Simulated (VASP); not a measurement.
Write the native input for VASP 6.6.1 that does the following.

- Task: single point
- Functional: PBE
- Potentials or basis: VASP PAW PBE potentials, release 64 (Si, Mo_sv)
- Cutoff: 500 eV
- k mesh: 7 × 7 × 2
- Occupations: gaussian, width 0.2 eV
- Spin: no spin polarisation
- Dipole correction: no
- Further INCAR settings: ALGO = Normal; EDIFF = 1e-06; NBANDS = 31

The structure of SiMo3 lies in POSCAR:

```
SiMo3
1.0
    1.6331310341     -2.2395841936      0.0000000000
    1.6331310341      2.2395841936      0.0000000000
    0.0000000000      0.0000000000      8.2712316516
Si Mo
1 3
Direct
    0.0000000000      0.0000000000      0.0000000000
    0.5000000000      0.5000000000      0.7632440645
    0.0000000000      0.0000000000      0.5000000000
    0.5000000000      0.5000000000      0.2367559355
```

One way to write it, as run:

INCAR

```
SYSTEM = SiMo3
PREC = Accurate
ENCUT = 500
EDIFF = 1E-6
ISMEAR = 0
SIGMA = 0.2
LREAL = .False.
LASPH = .True.
NELM = 120
ALGO = Normal
ISIF = 2
LWAVE = .False.
LCHARG = .False.
GGA = PE
NBANDS = 31
GGA_COMPAT = .False.
```

KPOINTS

```
regular mesh
0
Gamma
  7 7 2
  0 0 0
```

Potentials or basis: VASP PAW PBE potentials, release 64 (Si, Mo_sv).

Launch:

```sh
$ cat potpaw_PBE.64/Si/POTCAR potpaw_PBE.64/Mo_sv/POTCAR > POTCAR
$ mpirun -np 1 vasp_std > vasp.out
```

Results of the run:

```json
{
 "Pressure": "0.3 GPa",
 "Largest force": "0.010 eV/Å",
 "Band gap on the k mesh": "zero (band 23 reaches 13.10 eV, above the bottom of band 24 at 11.59 eV)"
}
```

Caveat: the k points lie up to 0.38 Å⁻¹ apart.

Wall time 63 s on 1 thread of Intel Xeon 8259CL, with other jobs on the host, peak memory 0.19 GiB.
